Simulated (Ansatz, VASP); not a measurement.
**GaAs: VASP beside Ansatz**

```xyz
2
Lattice="2.9556 0.0000 0.0000 -1.4778 2.5596 0.0000 0.0000 0.0000 5.1241" Properties=species:S:1:pos:R:3 pbc="T T T"
Ga    0.0000    0.0000    2.5621
As    0.0000    0.0000    0.0000
```

Alike in both runs: functional PBE; k mesh 6 × 6 × 4; occupations gaussian, width 0.1 eV; no spin polarisation.

Ansatz relaxed the structure, and its values are those at the end. VASP's run is a single point on that final structure, the one shown.

```csv
,VASP,Ansatz
version,VASP 6.6.1,Ansatz 0.2.0
potentials or method,"VASP PAW PBE potentials, release 64 (Ga_d, As), cutoff 520 eV","scalar-relativistic, plane waves, PAW"
valence electrons in the cell,18,28
```

Ansatz gave:

```
gap on the k mesh at the Fermi level (eV) : none
pressure (GPa)                            : 0.0
```

Task: What did VASP give for the same quantities?

Result: gap on the k mesh at the Fermi level (eV): none; pressure (GPa): 0.1.

A gap of «none» marks a metal or a gap that the smearing closes. VASP's potentials hold 18 valence electrons a cell and Ansatz's 28, so a difference there can come from the potentials and not from the codes.

The k mesh is coarse, so the values compare programs but aren't converged.
